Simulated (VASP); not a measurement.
Runs of VASP 6.6.1 on GaAs. The structure is that of space group F-43m (No. 216), or close to it. The cells are those of the table. 

```tsv
task	level	potentials or basis	spin	cell	k mesh	cutoff (eV)	smearing	gap on the mesh (eV)	pressure (GPa)	relaxed volume (Å³/atom)
single point	PBE	VASP PAW PBE potentials, release 64 (Ga_d, As)	non-collinear, zero start, SOC	a = 4.007 Å, angles 60.0°, 2 atoms	8 × 8 × 8	520	fermi-dirac 0.02 eV	-	2.9	-
relaxation of cell and atoms	LDA	VASP PAW LDA potentials, release 64 (Ga_d, As)	off	relaxed from a = 4.062 Å, angles 60.0°, 2 atoms	8 × 8 × 8	600	fermi-dirac 0.02 eV	(b)	0.0	22.06
relaxation of cell and atoms	PBEsol	VASP PAW PBE potentials, release 64 (Ga_d, As)	off	relaxed from a = 4.062 Å, angles 60.0°, 2 atoms	8 × 8 × 8	600	fermi-dirac 0.02 eV	(a)	0.0	22.69
relaxation of cell and atoms	PBE	VASP PAW PBE potentials, release 64 (Ga_d, As)	off	relaxed from a = 3.998 Å, angles 60.0°, 2 atoms	8 × 8 × 8	600	fermi-dirac 0.02 eV	0.15	0.0	(d)
single point	LDA	VASP PAW LDA potentials, release 64 (Ga_d, As)	off	a = 4.007 Å, angles 60.0°, 2 atoms	8 × 8 × 8	520	gaussian 0.01 eV	0.28	-2.1	-
single point	r2SCAN	VASP PAW PBE potentials, release 64 (Ga_d, As)	off	a = 4.007 Å, angles 60.0°, 2 atoms	8 × 8 × 8	520	fermi-dirac 0.02 eV	0.94	(c)	-
relaxation of cell and atoms	r2SCAN	VASP PAW PBE potentials, release 64 (Ga_d, As)	off	relaxed from a = 4.062 Å, angles 60.0°, 2 atoms	8 × 8 × 8	600	fermi-dirac 0.02 eV	0.93	0.0	22.77
dielectric tensor	r2SCAN	VASP PAW PBE potentials, release 64 (Ga_d, As)	off	a = 4.007 Å, angles 60.0°, 2 atoms	6 × 6 × 6	520	gaussian 0.01 eV	0.94	-	-
```

Task: Fill in the values left out.

Result: (a) 0.42; (b) 0.51; (c) 0.1; (d) 23.76.

Caveats: the PAW data sets were made with another functional, which shifts forces and pressure a little (some runs).

A k mesh can miss the band edges, and rows without SOC leave out spin-orbit coupling on As, Ga.
